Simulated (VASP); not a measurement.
# CuAu (R-3m) in VASP: single point with PBEsol

Aim: the single point of CuAu with PBEsol.

All numbers are computed with VASP 6.6.1; they aren't measurements. Logs are shortened: lines on timing, memory, paths and dates and some standing lists are left out, and cuts for length are marked.

### Step 1. The cell of the first run

Symmetry: R-3m, No. 166, trigonal system. Conventional cell: a = 2.886 Å, b = 2.886 Å, c = 12.769 Å, α = 90.00°, β = 90.00°, γ = 120.00°. Within 3.6 Å of Au (site symmetry -3m) lie 6 Cu at 2.70 Å and 6 Au at 2.89 Å. Within 3.6 Å of Cu (site symmetry -3m) lie 6 Au at 2.70 Å and 6 Cu at 2.89 Å.

### Step 2. Single point, PBEsol, non-collinear spin, zero start, spin-orbit coupling

Input file INCAR:

```
ALGO     = Normal         # electronic algorithm
EDIFF    = 1E-6           # SCF threshold, eV
ENCUT    = 520            # plane-wave cutoff, eV
GGA      = PS             # functional
GGA_COMPAT= F            
ISIF     = 2              # what is computed and relaxed
ISMEAR   = -1             # smearing method
LASPH    = T              # aspherical terms in the spheres
LCHARG   = F              # write CHGCAR
LMAXMIX  = 4              # l up to which the mixer works
LNONCOLLINEAR= T              # non-collinear magnetism
LORBIT   = 11             # projections on sites
LORBMOM  = T            
LREAL    = F              # projectors in reciprocal space
LSORBIT  = T              # spin-orbit coupling
LWAVE    = F              # write WAVECAR
MAGMOM   = 0 0 0 0 0 0    # initial moments
NBANDS   = 34             # bands
NELM     = 150            # most SCF steps
PREC     = Accurate       # precision mode
SIGMA    = 0.05           # smearing width, eV
```

Input file KPOINTS:

```
k-points
0
Gamma
  8 8 8
```

Input file POSCAR:

```
CuAu
1.0
    1.4430568479      0.8331492596      4.2561707609
   -1.4430568479      0.8331492596      4.2561707609
    0.0000000000     -1.6662985192      4.2561707609
Au Cu
1 1
Direct
    0.0000000000      0.0000000000      0.0000000000
    0.5000000000      0.5000000000      0.5000000000
```

Potentials or basis: VASP PAW PBE potentials, release 64 (Au, Cu).

Run with:

```sh
$ cat potpaw_PBE.64/Au/POTCAR potpaw_PBE.64/Cu/POTCAR > POTCAR
$ mpirun -np 1 vasp_ncl > vasp.out
```

OUTCAR:

```text
EDIFF = 1E-6
   ENCUT = 520
   GGA = PS
   ISIF = 2
   ISMEAR = -1
   LASPH = T
   LNONCOLLINEAR = T
   LORBIT = 11
   LREAL = F
   LSORBIT = T
   NELM = 150
   PREC = Accurate

 ion  position               nearest neighbor table
   1  0.000  0.000  0.000-   2 2.70   2 2.70   2 2.70   2 2.70   2 2.70   2 2.70
   2  0.500  0.500  0.500-   1 2.70   1 2.70   1 2.70   1 2.70   1 2.70   1 2.70

  LATTYP: Found a trigonal (rhomboedric) cell.
 ALAT       =     4.5707264522
 COS(alpha) =     0.8006453295

  Lattice vectors:

 A1 = (   1.4430568479,   0.8331492596,   4.2561707609)
 A2 = (  -1.4430568479,   0.8331492596,   4.2561707609)
 A3 = (   0.0000000000,  -1.6662985192,   4.2561707609)

Analysis of symmetry for initial positions (statically):
=====================================================================
 Subroutine PRICEL returns:
 Original cell was already a primitive cell.

 Routine SETGRP: Setting up the symmetry group for a
 trigonal (rhombohedral) supercell.

 Subroutine GETGRP returns: Found 12 space group operations
 (whereof 12 operations were pure point group operations)
 out of a pool of 12 trial point group operations.

The static configuration has the point symmetry D_3d.

Analysis of symmetry for dynamics (positions and initial velocities):
=====================================================================
 Subroutine PRICEL returns:
 Original cell was already a primitive cell.

 Routine SETGRP: Setting up the symmetry group for a
 trigonal (rhombohedral) supercell.

 Subroutine GETGRP returns: Found 12 space group operations
 (whereof 12 operations were pure point group operations)
 out of a pool of 12 trial point group operations.

The dynamic configuration has the point symmetry D_3d.

Analysis of structural, dynamic, and magnetic symmetry:
=====================================================================
 Subroutine PRICEL returns:
 Original cell was already a primitive cell.

 Routine SETGRP: Setting up the symmetry group for a
 trigonal (rhombohedral) supercell.

 Subroutine GETGRP returns: Found 12 space group operations
 (whereof 12 operations were pure point group operations)
 out of a pool of 12 trial point group operations.

The overall configuration has the point symmetry D_3d.

 Subroutine INISYM returns: Found 12 space group operations
 (whereof 12 operations are pure point group operations),
 and found     1 'primitive' translations

----------------------------------------------------------------------------------------

                                     Primitive cell

  volume of cell :      30.7027

  direct lattice vectors                    reciprocal lattice vectors
     1.443056848  0.833149260  4.256170761     0.346486696  0.200044187  0.078317660
    -1.443056848  0.833149260  4.256170761    -0.346486696  0.200044187  0.078317660
     0.000000000 -1.666298519  4.256170761     0.000000000 -0.400088375  0.078317660

  length of vectors
     4.570726452  4.570726452  4.570726452     0.407681694  0.407681694  0.407681694

  position of ions in fractional coordinates (direct lattice)
     0.000000000  0.000000000  0.000000000
     0.500000000  0.500000000  0.500000000

  ion indices of the primitive-cell ions
   primitive index   ion index
                 1           1
                 2           2

----------------------------------------------------------------------------------------

 KPOINTS: k-points

Automatic generation of k-mesh.
 Grid dimensions read from file:
 generate k-points for:    8    8    8

 Generating k-lattice:

  Cartesian coordinates                     Fractional coordinates (reciprocal lattice)
[... 100 lines left out ...]

 number of electron      21.9999999 magnetization      -0.0000000     -0.0000000     -0.0000000

 number of electron      21.9999999 magnetization       0.0000000     -0.0000000      0.0000000

 Free energy of the ion-electron system (eV)
  ---------------------------------------------------
  ext. energy  EPLUGINS =         0.00000000
  ---------------------------------------------------
  free energy    TOTEN  =        -8.45043442 eV

  energy without entropy =       -8.44290709  energy(sigma->0) =       -8.44667076

 E-fermi :   7.7339     XC(G=0): -12.5165

 val. band max:        7.6804825505   @ k =  -0.3750   0.2500   0.1250
 cond. band min:       7.7992976707   @ k =  -0.3750   0.3750   0.1250
 fundamental gap:      0.1188151202
 Fermi energy:         7.7338676340

 k-point     1 :       0.0000    0.0000    0.0000
  band No.  band energies     occupation
      1      -1.6158      1.00000
      2      -1.6158      1.00000
      3       1.2779      1.00000
      4       1.2779      1.00000
      5       2.3629      1.00000
      6       2.3629      1.00000
[... 877 lines left out ...]
     33      23.2122      0.00000
     34      23.2122      0.00000

 [... further k-points ...]

------------------------ aborting loop because EDIFF is reached ----------------------------------------

  FORCE on cell =-STRESS in cart. coord.  units (eV):
  Direction    XX          YY          ZZ          XY          YZ          ZX
  --------------------------------------------------------------------------------------
  -------------------------------------------------------------------------------------
  Total       -1.5536864     -1.5536864     -1.8208979     -0.0000000      0.0000000     -0.0000000
  in kB      -81.0769486    -81.0769486    -95.0210083     -0.0000000      0.0000000     -0.0000000
  external PRESSURE =     -85.7249685 kB  Pullay stress =       0.0000000 kB

 VOLUME and BASIS-vectors are now :
 -----------------------------------------------------------------------------
  energy-cutoff  :      520.00
  volume of cell :       30.70
      direct lattice vectors                 reciprocal lattice vectors
     1.443056848  0.833149260  4.256170761     0.346486696  0.200044187  0.078317660
    -1.443056848  0.833149260  4.256170761    -0.346486696  0.200044187  0.078317660
     0.000000000 -1.666298519  4.256170761     0.000000000 -0.400088375  0.078317660

 POSITION                                       TOTAL-FORCE (eV/Angst)
 -----------------------------------------------------------------------------------
      0.00000      0.00000      0.00000         0.000000      0.000000     -0.000000
      0.00000      0.00000      6.38426         0.000000     -0.000000      0.000000
 -----------------------------------------------------------------------------------
    total drift:                                0.000000      0.000000      0.000000

  FREE ENERGIE OF THE ION-ELECTRON SYSTEM (eV)
  ---------------------------------------------------
  free  energy   TOTEN  =        -8.4504344230 eV

  energy  without entropy=       -8.4429070888  energy(sigma->0) =       -8.44667076

 orbital moment (x)

 # of ion     p       d       tot
 ----------------------------------------
  1         0.000   0.000   0.000
  2         0.000  -0.000  -0.000
 ----------------------------------------
            0.000  -0.000  -0.000

 orbital moment (y)

 # of ion     p       d       tot
 ----------------------------------------
  1         0.000   0.000   0.000
  2        -0.000   0.000   0.000
 ----------------------------------------
           -0.000   0.000   0.000

 orbital moment (z)

 # of ion     p       d       tot
 ----------------------------------------
  1        -0.000   0.000  -0.000
  2        -0.000   0.000   0.000
 ----------------------------------------
           -0.000   0.000  -0.000

 Spin-Orbit-Coupling matrix elements

 Ion:    1  E_soc:     -0.6070355
 l=   1
     0.0000000    -0.0314085    -0.0295603
    -0.0314085     0.0000000    -0.0314085
    -0.0295603    -0.0314085     0.0000000
 l=   2
     0.0000000    -0.0137522     0.0000000    -0.0137522    -0.0578599
    -0.0137522     0.0000000    -0.0421827    -0.0139062    -0.0137522
     0.0000000    -0.0421827     0.0000000    -0.0421827     0.0000000
    -0.0137522    -0.0139062    -0.0421827     0.0000000    -0.0137522
    -0.0578599    -0.0137522     0.0000000    -0.0137522     0.0000000
 l=   3
     0.0000000     0.0000000     0.0000000     0.0000000     0.0000000     0.0000000     0.0000000
     0.0000000     0.0000000     0.0000000     0.0000000     0.0000000     0.0000000     0.0000000
     0.0000000     0.0000000     0.0000000     0.0000000     0.0000000     0.0000000     0.0000000
     0.0000000     0.0000000     0.0000000     0.0000000     0.0000000     0.0000000     0.0000000
     0.0000000     0.0000000     0.0000000     0.0000000     0.0000000     0.0000000     0.0000000
     0.0000000     0.0000000     0.0000000     0.0000000     0.0000000     0.0000000     0.0000000
     0.0000000     0.0000000     0.0000000     0.0000000     0.0000000     0.0000000     0.0000000

 Ion:    2  E_soc:     -0.0145213
 l=   1
     0.0000000    -0.0002771    -0.0002730
    -0.0002771     0.0000000    -0.0002771
    -0.0002730    -0.0002771     0.0000000
 l=   2
     0.0000000    -0.0004802     0.0000000    -0.0004802    -0.0013928
    -0.0004802     0.0000000    -0.0013280    -0.0004640    -0.0004802
     0.0000000    -0.0013280     0.0000000    -0.0013280     0.0000000
    -0.0004802    -0.0004640    -0.0013280     0.0000000    -0.0004802
    -0.0013928    -0.0004802     0.0000000    -0.0004802     0.0000000
 l=   3
     0.0000000     0.0000000     0.0000000     0.0000000     0.0000000     0.0000000     0.0000000
     0.0000000     0.0000000     0.0000000     0.0000000     0.0000000     0.0000000     0.0000000
     0.0000000     0.0000000     0.0000000     0.0000000     0.0000000     0.0000000     0.0000000
     0.0000000     0.0000000     0.0000000     0.0000000     0.0000000     0.0000000     0.0000000
     0.0000000     0.0000000     0.0000000     0.0000000     0.0000000     0.0000000     0.0000000
     0.0000000     0.0000000     0.0000000     0.0000000     0.0000000     0.0000000     0.0000000
     0.0000000     0.0000000     0.0000000     0.0000000     0.0000000     0.0000000     0.0000000

 total charge

# of ion       s       p       d       tot
------------------------------------------
    1        0.582   0.408   8.683   9.673
    2        0.381   0.284   9.198   9.864
--------------------------------------------------
tot          0.964   0.692  17.881  19.537

 magnetization (x)

# of ion       s       p       d       tot
------------------------------------------
    1        0.000   0.000  -0.000   0.000
    2        0.000  -0.000   0.000   0.000
--------------------------------------------------
tot          0.000  -0.000  -0.000   0.000

 magnetization (y)

# of ion       s       p       d       tot
------------------------------------------
    1       -0.000   0.000   0.000  -0.000
    2        0.000   0.000  -0.000  -0.000
--------------------------------------------------
tot         -0.000   0.000  -0.000  -0.000

 magnetization (z)

# of ion       s       p       d       tot
------------------------------------------
    1        0.000   0.000   0.000   0.000
    2        0.000   0.000   0.000   0.000
--------------------------------------------------
tot          0.000   0.000   0.000   0.000
```

It took 4.3 min on 1 thread of AMD EPYC 9R45 (Zen 5), shared host; peak memory 0.39 GiB.

What came out:

```yaml
Free_energy: -8.4504 eV
Pressure: -8.6 GPa
Net_moment: 0.00 μB per cell
Valence_electrons_inside_the_program's_atomic_spheres: Au 9.67; Cu 9.86
```

Moments on the atoms (μB; x, y, z):
```
Au  0.00 0.00 0.00
Cu  0.00 0.00 0.00
```

Caveat: the PAW data sets were made with another functional, which shifts forces and pressure a little.
